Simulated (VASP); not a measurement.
# TePb (Pm-3m) in VASP: a series of runs

Aim: see how the results for TePb move with the level of theory and the settings. Levels: PBEsol, PBE, BLYP. Tasks: single point.

All numbers are computed with VASP 6.6.1; they aren't measurements. Logs are shortened: lines on timing, memory, paths and dates and some standing lists are left out, and cuts for length are marked.

### 1 The cell of the first run

The structure is cubic, space group Pm-3m (No. 221). Conventional cell: a = 4.002 Å, b = 4.002 Å, c = 4.002 Å, α = 90.00°, β = 90.00°, γ = 90.00°. Pb (site symmetry m-3m) has 8 Te at 3.47 Å and 6 Pb at 4.00 Å within 4.6 Å. Within 4.6 Å of Te (site symmetry m-3m) lie 8 Pb at 3.47 Å and 6 Te at 4.00 Å.

### 2 Single point, PBEsol

The input, INCAR:

```
SYSTEM = TePb
PREC = Accurate ; ENCUT = 520
EDIFF = 1E-6 ; ISMEAR = -1
SIGMA = 0.05 ; LREAL = .FALSE.
LASPH = .TRUE. ; NELM = 100
ALGO = Normal ; ISIF = 2
LWAVE = .FALSE. ; LCHARG = .FALSE.
GGA = PS ; NBANDS = 17
```

The input, KPOINTS:

```
Automatic mesh
0
G
  7 7 7
  0 0 0
```

The input, POSCAR:

```
TePb
1.0
    4.0022870000      0.0000000000      0.0000000000
    0.0000000000      4.0022870000      0.0000000000
    0.0000000000      0.0000000000      4.0022870000
Pb Te
1 1
Direct
    0.0000000000      0.0000000000      0.0000000000
    0.5000000000      0.5000000000      0.5000000000
```

Potentials or basis: VASP PAW PBE potentials, release 64 (Pb_d, Te).

Launch:

```sh
$ cat potpaw_PBE.64/Pb_d/POTCAR potpaw_PBE.64/Te/POTCAR > POTCAR
$ mpirun -np 1 vasp_std > vasp.out
```

OUTCAR:

```text
SYSTEM = TePb
   PREC = Accurate
   ENCUT = 520
   EDIFF = 1E-6
   ISMEAR = -1
   LREAL = .FALSE.
   LASPH = .TRUE.
   NELM = 100
   ISIF = 2
   GGA = PS

 ion  position               nearest neighbor table
   1  0.000  0.000  0.000-   2 3.47   2 3.47   2 3.47   2 3.47   2 3.47   2 3.47   2 3.47   2 3.47

   2  0.500  0.500  0.500-   1 3.47   1 3.47   1 3.47   1 3.47   1 3.47   1 3.47   1 3.47   1 3.47

  LATTYP: Found a simple cubic cell.
 ALAT       =     4.0022870000

  Lattice vectors:

 A1 = (   4.0022870000,   0.0000000000,   0.0000000000)
 A2 = (   0.0000000000,   4.0022870000,   0.0000000000)
 A3 = (   0.0000000000,   0.0000000000,   4.0022870000)

Analysis of symmetry for initial positions (statically):
=====================================================================
 Subroutine PRICEL returns:
 Original cell was already a primitive cell.

 Routine SETGRP: Setting up the symmetry group for a
 simple cubic supercell.

 Subroutine GETGRP returns: Found 48 space group operations
 (whereof 48 operations were pure point group operations)
 out of a pool of 48 trial point group operations.

The static configuration has the point symmetry O_h .

Analysis of symmetry for dynamics (positions and initial velocities):
=====================================================================
 Subroutine PRICEL returns:
 Original cell was already a primitive cell.

 Routine SETGRP: Setting up the symmetry group for a
 simple cubic supercell.

 Subroutine GETGRP returns: Found 48 space group operations
 (whereof 48 operations were pure point group operations)
 out of a pool of 48 trial point group operations.

The dynamic configuration has the point symmetry O_h .

 Subroutine INISYM returns: Found 48 space group operations
 (whereof 48 operations are pure point group operations),
 and found     1 'primitive' translations

----------------------------------------------------------------------------------------

                                     Primitive cell

  volume of cell :      64.1098

  direct lattice vectors                    reciprocal lattice vectors
     4.002287000  0.000000000  0.000000000     0.249857144  0.000000000  0.000000000
     0.000000000  4.002287000  0.000000000     0.000000000  0.249857144  0.000000000
     0.000000000  0.000000000  4.002287000     0.000000000  0.000000000  0.249857144

  length of vectors
     4.002287000  4.002287000  4.002287000     0.249857144  0.249857144  0.249857144

  position of ions in fractional coordinates (direct lattice)
     0.000000000  0.000000000  0.000000000
     0.500000000  0.500000000  0.500000000

  ion indices of the primitive-cell ions
   primitive index   ion index
                 1           1
                 2           2

----------------------------------------------------------------------------------------

 KPOINTS: Automatic mesh

Automatic generation of k-mesh.
 Grid dimensions read from file:
 generate k-points for:    7    7    7

 Generating k-lattice:

  Cartesian coordinates                     Fractional coordinates (reciprocal lattice)
     0.035693878  0.000000000  0.000000000     0.142857143  0.000000000  0.000000000
     0.000000000  0.035693878  0.000000000     0.000000000  0.142857143  0.000000000
     0.000000000  0.000000000  0.035693878     0.000000000  0.000000000  0.142857143

  Length of vectors
     0.035693878  0.035693878  0.035693878

  Shift w.r.t. Gamma in fractional coordinates (k-lattice)
     0.000000000  0.000000000  0.000000000

 Subroutine IBZKPT returns following result:
 ===========================================

 Found     20 irreducible k-points:

 Following reciprocal coordinates:
            Coordinates               Weight
  0.000000  0.000000  0.000000      1.000000
  0.142857  0.000000  0.000000      6.000000
  0.285714  0.000000  0.000000      6.000000
  0.428571  0.000000  0.000000      6.000000
  0.142857  0.142857  0.000000     12.000000
  0.285714  0.142857  0.000000     24.000000
[... 12 lines left out ...]
  0.428571  0.428571  0.285714     24.000000
  0.428571  0.428571  0.428571      8.000000
   k-points           NKPTS =     20   k-points in BZ     NKDIM =     20   number of bands    NBANDS=     17
   number of dos      NEDOS =    301   number of ions     NIONS =      2
   total plane-waves  NPLWV =  27000
   dimension x,y,z NGX =    30 NGY =   30 NGZ =   30
   dimension x,y,z NGXF=    60 NGYF=   60 NGZF=   60
   ions per type =               1   1
   NGX,Y,Z   is equivalent  to a cutoff of  12.46, 12.46, 12.46 a.u.
   NGXF,Y,Z  is equivalent  to a cutoff of  24.92, 24.92, 24.92 a.u.
 SYSTEM =  TePb
   PREC   = accura    normal or accurate (medium, high low for compatibility)
   ISTART =      0    job   : 0-new  1-cont  2-samecut
   ICHARG =      2    charge: 1-file 2-atom 10-const
   ISPIN  =      1    spin polarized calculation?
   LNONCOLLINEAR =      F non collinear calculations
   LSORBIT =      F    spin-orbit coupling
   LASPH  =      T    aspherical Exc in radial PAW
   ENCUT  =  520.0 eV  38.22 Ry    6.18 a.u.   7.44  7.44  7.44*2*pi/ulx,y,z
   NELM   =    100;   NELMIN=  2; NELMDL= -5     # of ELM steps
   EDIFF  = 0.1E-05   stopping-criterion for ELM
   LREAL  =      F    real-space projection
   EDIFFG = 0.1E-04   stopping-criterion for IOM
   NSW    =      0    number of steps for IOM
   IBRION =     -1    ionic relax: 0-MD 1-quasi-New 2-CG
   NFREE  =      0    steps in history (QN), initial steepest desc. (CG)
   ISIF   =      2    stress and relaxation
   ISYM   =      2    0-nonsym 1-usesym 2-fastsym
   POTIM  = 0.5000    time-step for ionic-motion
   TEBEG  =    0.0;   TEEND  =   0.0 temperature during run
   PSTRESS=    0.0 pullay stress
   NELECT =      20.0000    total number of electrons
   NUPDOWN=      -1.0000    fix difference up-down
   EMIN   =  10.00;   EMAX   =-10.00  energy-range for DOS
   EFERMI =   0.00;   METHOD = LEGACY
   ISMEAR =    -1;   SIGMA  =   0.05  broadening in eV -4-tet -1-fermi 0-gaus
   EFERMI_NEDOS =   21; number of points for ismear=-14 and -15
   IALGO  =     38    algorithm
   IMIX   =      4    mixing-type and parameters
     AMIX     =   0.40;   BMIX     =  1.00
     AMIX_MAG =   1.60;   BMIX_MAG =  1.00
  volume/ion in A,a.u.               =      32.05       216.32
  Fermi-wavevector in a.u.,A,eV,Ry     =   1.110307  2.098177 16.773027  1.232783
  Thomas-Fermi vector in A             =   2.246857
   LORBIT       =      0    0 simple, 1 ext, 2 COOP (PROOUT), +10 PAW based schemes
   GGA     = PS    functional components
   LHFCALC =     F    Hartree Fock is set to
   AEXX    =    0.0000 exact exchange contribution
   IVDW    =     0    specifies the selected vdW correction
   LEPSILON=     F    determine dielectric tensor
   LRPA    =     F    only Hartree local field effects (RPA)
 non-spin polarized calculation
  energy-cutoff  :      520.00
  volume of cell :       64.11
 maximum number of plane-waves:      1751
 NGX is ok and might be reduce to    30
   NGX = 15   NGY = 15   NGZ = 15

 number of electron      20.0000009 magnetization

 Free energy of the ion-electron system (eV)
  ---------------------------------------------------
  ext. energy  EPLUGINS =         0.00000000
  ---------------------------------------------------
  free energy    TOTEN  =        -7.82941696 eV

  energy without entropy =       -7.81493185  energy(sigma->0) =       -7.82217441

 E-fermi :   6.2116     XC(G=0):  -9.8336

 val. band max:        6.1551484678   @ k =   0.1429   0.1429   0.1429
 cond. band min:       6.2208017843   @ k =   0.4286   0.4286   0.2857
 fundamental gap:      0.0656533165
 Fermi energy:         6.2116215493

 k-point     1 :       0.0000    0.0000    0.0000
  band No.  band energies     occupation
      1     -10.8214      2.00000
      2     -10.8214      2.00000
      3     -10.7379      2.00000
      4     -10.7379      2.00000
      5     -10.7379      2.00000
      6      -5.9570      2.00000
[... 9 lines left out ...]
     16      16.1097      0.00000
     17      17.2623      0.00000

 k-point     2 :       0.1429    0.0000    0.0000
  band No.  band energies     occupation
      1     -10.8207      2.00000
      2     -10.8081      2.00000
      3     -10.7428      2.00000
      4     -10.7428      2.00000
      5     -10.7376      2.00000
      6      -5.7951      2.00000
[... 9 lines left out ...]
     16      16.2178      0.00000
     17      16.6121      0.00000

 k-point     3 :       0.2857    0.0000    0.0000
  band No.  band energies     occupation
      1     -10.8192      2.00000
      2     -10.7783      2.00000
      3     -10.7538      2.00000
      4     -10.7538      2.00000
      5     -10.7368      2.00000
      6      -5.3365      2.00000
[... 9 lines left out ...]
     16      14.4807      0.00000
     17      16.7936      0.00000

 k-point     4 :       0.4286    0.0000    0.0000
  band No.  band energies     occupation
      1     -10.8179      2.00000
      2     -10.7625      2.00000
      3     -10.7625      2.00000
      4     -10.7545      2.00000
      5     -10.7362      2.00000
      6      -4.7488      2.00000
[... 9 lines left out ...]
     16      16.7848      0.00000
     17      17.6741      0.00000
[... 263 lines left out ...]
      1     -10.7862      2.00000
      2     -10.7796      2.00000
      3     -10.7682      2.00000
      4     -10.7509      2.00000
      5     -10.7265      2.00000
      6      -3.9616      2.00000
[... 9 lines left out ...]
     16      15.7607      0.00000
     17      18.0378      0.00000

 k-point    19 :       0.4286    0.4286    0.2857
  band No.  band energies     occupation
      1     -10.7960      2.00000
      2     -10.7787      2.00000
      3     -10.7780      2.00000
      4     -10.7382      2.00000
      5     -10.7129      2.00000
      6      -3.7375      2.00000
[... 9 lines left out ...]
     16      17.2778      0.00000
     17      18.4590      0.00000

 k-point    20 :       0.4286    0.4286    0.4286
  band No.  band energies     occupation
      1     -10.7912      2.00000
      2     -10.7893      2.00000
      3     -10.7893      2.00000
      4     -10.7124      2.00000
      5     -10.7124      2.00000
      6      -3.5808      2.00000
[... 9 lines left out ...]
     16      18.6113      0.00000
     17      20.6470      0.00000

------------------------ aborting loop because EDIFF is reached ----------------------------------------

  FORCE on cell =-STRESS in cart. coord.  units (eV):
  Direction    XX          YY          ZZ          XY          YZ          ZX
  --------------------------------------------------------------------------------------
  -------------------------------------------------------------------------------------
  Total       -1.0837856     -1.0837856     -1.0837856     -0.0000000      0.0000000      0.0000000
  in kB      -27.0850282    -27.0850282    -27.0850282     -0.0000000      0.0000000      0.0000000
  external PRESSURE =     -27.0850282 kB  Pullay stress =       0.0000000 kB

 VOLUME and BASIS-vectors are now :
 -----------------------------------------------------------------------------
  energy-cutoff  :      520.00
  volume of cell :       64.11
      direct lattice vectors                 reciprocal lattice vectors
     4.002287000  0.000000000  0.000000000     0.249857144  0.000000000  0.000000000
     0.000000000  4.002287000  0.000000000     0.000000000  0.249857144  0.000000000
     0.000000000  0.000000000  4.002287000     0.000000000  0.000000000  0.249857144

 POSITION                                       TOTAL-FORCE (eV/Angst)
 -----------------------------------------------------------------------------------
      0.00000      0.00000      0.00000         0.000000      0.000000      0.000000
      2.00114      2.00114      2.00114         0.000000      0.000000      0.000000
 -----------------------------------------------------------------------------------
    total drift:                                0.000000     -0.000000     -0.000000

  FREE ENERGIE OF THE ION-ELECTRON SYSTEM (eV)
  ---------------------------------------------------
  free  energy   TOTEN  =        -7.8294169555 eV

  energy  without entropy=       -7.8149318549  energy(sigma->0) =       -7.82217441
```

Run time: 33 s. Hardware: 1 thread of Intel Xeon 8259CL, shared host; peak memory 0.18 GiB.

Results:

```yaml
Free_energy: -7.8294 eV
Pressure: -2.7 GPa
Band_gap_on_the_k_mesh: zero (bands 10 and 11 overlap by 0.83 eV)
```

Caveat: the PAW data sets were made with another functional, which shifts forces and pressure a little; spin-orbit coupling is left out, which moves the levels of the heavy elements.

### 3 Single point, PBE

The input, INCAR:

```
SYSTEM = TePb
PREC = Accurate
ENCUT = 520
EDIFF = 1E-6
ISMEAR = 0
SIGMA = 0.014
LREAL = .FALSE.
LASPH = .TRUE.
NELM = 100
ALGO = Normal
ISIF = 2
LWAVE = .FALSE.
LCHARG = .FALSE.
GGA = PE
NBANDS = 17
```

The input, KPOINTS:

```
regular mesh
0
G
  7 7 7
  0 0 0
```

POSCAR is that of step 2.

Potentials or basis: VASP PAW PBE potentials, release 64 (Pb_d, Te).

Launch:

```sh
$ cat potpaw_PBE.64/Pb_d/POTCAR potpaw_PBE.64/Te/POTCAR > POTCAR
$ mpirun -np 1 vasp_std > vasp.out
```

OUTCAR:

```text
SYSTEM = TePb
   PREC = Accurate
   ENCUT = 520
   EDIFF = 1E-6
   ISMEAR = 0
   LREAL = .FALSE.
   LASPH = .TRUE.
   NELM = 100
   ISIF = 2
   GGA = PE

 ion  position               nearest neighbor table
   1  0.000  0.000  0.000-   2 3.47   2 3.47   2 3.47   2 3.47   2 3.47   2 3.47   2 3.47   2 3.47

   2  0.500  0.500  0.500-   1 3.47   1 3.47   1 3.47   1 3.47   1 3.47   1 3.47   1 3.47   1 3.47

  LATTYP: Found a simple cubic cell.
 ALAT       =     4.0022870000

  Lattice vectors:

 A1 = (   4.0022870000,   0.0000000000,   0.0000000000)
[... 581 lines left out ...]

  FORCE on cell =-STRESS in cart. coord.  units (eV):
  Direction    XX          YY          ZZ          XY          YZ          ZX
  --------------------------------------------------------------------------------------
  -------------------------------------------------------------------------------------
  Total        0.0197549      0.0197549      0.0197549     -0.0000000     -0.0000000     -0.0000000
  in kB        0.4936983      0.4936983      0.4936983     -0.0000000     -0.0000000     -0.0000000
  external PRESSURE =       0.4936983 kB  Pullay stress =       0.0000000 kB

 VOLUME and BASIS-vectors are now :
 -----------------------------------------------------------------------------
  energy-cutoff  :      520.00
  volume of cell :       64.11
      direct lattice vectors                 reciprocal lattice vectors
     4.002287000  0.000000000  0.000000000     0.249857144  0.000000000  0.000000000
     0.000000000  4.002287000  0.000000000     0.000000000  0.249857144  0.000000000
     0.000000000  0.000000000  4.002287000     0.000000000  0.000000000  0.249857144

 POSITION                                       TOTAL-FORCE (eV/Angst)
 -----------------------------------------------------------------------------------
      0.00000      0.00000      0.00000         0.000000      0.000000      0.000000
      2.00114      2.00114      2.00114         0.000000      0.000000      0.000000
 -----------------------------------------------------------------------------------
    total drift:                                0.000000     -0.000000     -0.000000

  FREE ENERGIE OF THE ION-ELECTRON SYSTEM (eV)
  ---------------------------------------------------
  free  energy   TOTEN  =        -7.0516748546 eV

  energy  without entropy=       -7.0506855210  energy(sigma->0) =       -7.05118019
```

OSZICAR:

```text
N       E                     dE             d eps       ncg     rms          rms(c)
DAV:   1     0.147022922422E+03    0.14702E+03   -0.92053E+03   688   0.115E+03
DAV:   2     0.226411456736E+01   -0.14476E+03   -0.14009E+03   745   0.291E+02
DAV:   3    -0.702735905746E+01   -0.92915E+01   -0.92144E+01   900   0.795E+01
DAV:   4    -0.725597772326E+01   -0.22862E+00   -0.22852E+00   902   0.136E+01
DAV:   5    -0.726480781355E+01   -0.88301E-02   -0.88298E-02   967   0.241E+00    0.353E+00
DAV:   6    -0.705996069613E+01    0.20485E+00   -0.44893E-01   934   0.439E+00    0.231E+00
DAV:   7    -0.705636886272E+01    0.35918E-02   -0.10664E-01   876   0.146E+00    0.102E+00
DAV:   8    -0.709223253836E+01   -0.35864E-01   -0.19845E-01   887   0.275E+00    0.746E-01
DAV:   9    -0.705137078054E+01    0.40862E-01   -0.11451E-01   961   0.206E+00    0.761E-02
DAV:  10    -0.705164815781E+01   -0.27738E-03   -0.38177E-03   746   0.334E-01    0.545E-02
DAV:  11    -0.705215010382E+01   -0.50195E-03   -0.60496E-04   977   0.108E-01    0.140E-01
DAV:  12    -0.705176323640E+01    0.38687E-03   -0.11836E-03   958   0.152E-01    0.643E-02
DAV:  13    -0.705169039812E+01    0.72838E-04   -0.68304E-05   770   0.400E-02    0.262E-02
DAV:  14    -0.705167477700E+01    0.15621E-04   -0.20770E-05   818   0.182E-02    0.706E-03
DAV:  15    -0.705167485464E+01   -0.77641E-07   -0.19202E-06   635   0.601E-03
   1 F= -.70516749E+01 E0= -.70511802E+01  d E =-.989334E-03
```

stdout:

```text
POSCAR found type information on POSCAR PbTe
 POSCAR found :  2 types and       2 ions
 scaLAPACK will be used
 LDA part: xc-table for (Slater+PW92), standard interpolation
 POSCAR, INCAR and KPOINTS ok, starting setup
 FFT: planning ... GRIDC
 FFT: planning ... GRID_SOFT
 FFT: planning ... GRID
 WAVECAR not read
 entering main loop
```

Run time: 39 s. Hardware: 1 thread of Intel Xeon 8259CL, shared host; peak memory 0.18 GiB.

What came out:

```
Free energy            : -7.0517 eV
Pressure               : 0.0 GPa
Band gap on the k mesh : zero (bands 10 and 11 overlap by 0.80 eV)
```

Caveat: spin-orbit coupling is left out, which moves the levels of the heavy elements.

### 4 Single point, BLYP

The input, INCAR:

```
  PREC = Accurate
  ENCUT = 520
  EDIFF = 1E-6
  ISMEAR = -1
  SIGMA = 0.05
  LREAL = False
  LASPH = True
  NELM = 100
  ALGO = Normal
  ISIF = 2
  LWAVE = False
  LCHARG = False
  GGA = B5
  ALDAX = 1.0
  AGGAX = 1.0
  AGGAC = 1.0
  ALDAC = 0.0
  NBANDS = 17
```

The input, KPOINTS:

```
Automatic mesh
0
Gamma
  7 7 7
```

POSCAR is that of step 3.

Launch:

```sh
$ cat potpaw_PBE.64/Pb_d/POTCAR potpaw_PBE.64/Te/POTCAR > POTCAR
$ mpirun -np 1 vasp_std > vasp.out
```

Run time: 52 s. Hardware: 1 thread of Intel Xeon 8259CL, shared host; peak memory 0.18 GiB.

The run converged. Its results:

* Free energy: -5.6979 eV
* Pressure: 3.8 GPa
* Band gap on the k mesh: zero (bands 10 and 11 overlap by 0.70 eV)

Levels at points of the mesh, in eV from the Fermi level:
```csv
k point,band 8,band 9,band 10,band 11,band 12,band 13
"(0.00, 0.00, 0.00)",-1.57,-1.57,-1.57,4.34,4.34,5.07
```

Caveat: the cell stands under pressure; semilocal functionals underestimate gaps, so a narrow gap can read as zero; the PAW data sets were made with another functional, which shifts forces and pressure a little; spin-orbit coupling is left out, which moves the levels of the heavy elements.

### 5 Overview

```tsv
level	smearing	gap on the mesh (eV)	pressure (GPa)
PBEsol	fermi-dirac 0.05 eV	none	-2.7
PBE	gaussian 0.014 eV	none	0.0
BLYP	fermi-dirac 0.05 eV	none	3.8
```

Alike in all rows: task single point; potentials or basis VASP PAW PBE potentials, release 64 (Pb_d, Te); no spin polarisation; cell as given; k mesh 7 × 7 × 7; cutoff (eV) 520.

The pressure there spans -2.7 GPa (PBEsol) to 3.8 GPa (BLYP); a positive pressure means that this level wants a larger cell, a negative one a smaller.

Caveats: spin-orbit coupling is left out, which moves the levels of the heavy elements; the PAW data sets were made with another functional, which shifts forces and pressure a little (at least some runs); the cell stands under pressure (at least some runs); semilocal functionals underestimate gaps, so a narrow gap can read as zero (at least some runs).

Total energies depend on the potentials used, so only differences within one code and one set of settings carry meaning.
